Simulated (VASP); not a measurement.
A run of VASP 6.6.1:

The input INCAR:

```
PREC = Accurate ; ENCUT = 520
EDIFF = 1E-6 ; ISMEAR = 0
SIGMA = 0.05 ; LREAL = False
LASPH = True ; NELM = 100
ALGO = Normal ; ISIF = 2
LWAVE = False ; LCHARG = False
GGA = PE ; NBANDS = 16
```

Contents of KPOINTS:

```
regular mesh
0
Gamma
  12 12 6
```

Contents of POSCAR:

```
AlN
1.0
    3.1130000000      0.0000000000      0.0000000000
   -1.5565000000      2.6959370820      0.0000000000
    0.0000000000      0.0000000000      4.9810000000
Al N
2 2
Direct
    0.3333333333      0.6666666667      0.0000000000
    0.6666666667      0.3333333333      0.5000000000
    0.3333333333      0.6666666667      0.3800000000
    0.6666666667      0.3333333333      0.8900381450
```

Potentials or basis: VASP PAW PBE potentials, release 64 (Al, N).

Launch:

```console
$ cat potpaw_PBE.64/Al/POTCAR potpaw_PBE.64/N/POTCAR > POTCAR
$ mpirun -np 1 vasp_std > vasp.out
```

Hardware: 1 thread of Intel Xeon 8259CL, on a shared host.

Task: How long does it take, and how much memory?

Result: Run time: 100 s on 1 thread of Intel Xeon 8259CL, with other jobs on the host, peak memory 0.19 GiB. Counts: scf iterations 13, k points 100.
